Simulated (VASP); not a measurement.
Input of a VASP 6.6.1 run:

The input INCAR:

```
PREC = Accurate
ENCUT = 520
EDIFF = 1E-6
ISMEAR = 0
SIGMA = 0.15
LREAL = False
LASPH = True
NELM = 80
ALGO = Normal
ISIF = 2
LWAVE = False
LCHARG = True
GGA = PS
LELF = True
LVHAR = True
NBANDS = 15
```

KPOINTS

```
regular mesh
0
Gamma
  21 21 18
```

POSCAR

```
TaN
1.0
    3.0427607202      0.0000000000      0.0000000000
   -1.5213803601      2.6351080813      0.0000000000
    0.0000000000      0.0000000000      2.7570454886
Ta N
1 1
Direct
    0.3333333333      0.6666666667      0.5000000000
    0.0000000000      0.0000000000      0.0000000000
```

Potentials or basis: VASP PAW PBE potentials, release 64 (Ta_pv, N).

The run is started by

```bash
$ cat potpaw_PBE.64/Ta_pv/POTCAR potpaw_PBE.64/N/POTCAR > POTCAR
$ mpirun -np 1 vasp_std > vasp.out
```

Question: Predict the pressure.

Answer: -8.9 GPa.

Question: What does it give for the band gap on the k mesh?

Answer: Zero (band 8 reaches 8.24 eV, above the bottom of band 9 at 7.81 eV).

Stress tensor (GPa, compression positive):
```
-25.21   0.00   0.00
  0.00 -25.21   0.00
  0.00   0.00  23.79
```

Caveat: the PAW data sets were made with another functional, which shifts forces and pressure a little; spin-orbit coupling is left out, which moves the levels of the heavy elements.
